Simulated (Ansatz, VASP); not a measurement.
# One calculation of ScPbS4, two programs

```
Sc Pb S
1.0
     0.00000    3.89006    3.89006
     3.89006    0.00000    3.89006
     3.89006    3.89006    0.00000
Sc Pb S
1 1 4
Direct
  0.00000 0.00000 0.00000
  0.25000 0.25000 0.25000
  0.62714 0.62714 0.11859
  0.62714 0.11859 0.62714
  0.11859 0.62714 0.62714
  0.62714 0.62714 0.62714
```

Change from the starting cell: species swapped into the CaLaAl4 type (F-43m, No. 216).

Alike in both runs: functional PBE; k mesh 8 × 8 × 8; occupations gaussian, width 0.1 eV; no spin polarisation.

Ansatz relaxed the structure, and its values are those at the end. VASP's run is a single point on that final structure, the one shown.

|  | VASP | Ansatz |
| --- | --- | --- |
| version | VASP 6.6.1 | Ansatz 0.2.0 |
| potentials or method | VASP PAW PBE potentials, release 64 (Sc_sv, Pb_d, S), cutoff 520 eV | scalar-relativistic, plane waves, PAW |
| valence electrons in the cell | 49 | 49 |

```csv
,VASP,Ansatz,Ansatz less VASP
gap on the k mesh at the Fermi level (eV),none,none,-
pressure (GPa),0.0,0.0,+0.04
rms of the force components (eV/Å),0.004,0.002,-0.0015
```

A gap of «none» marks a metal or a gap that the smearing closes.

Spin-orbit coupling is off throughout.
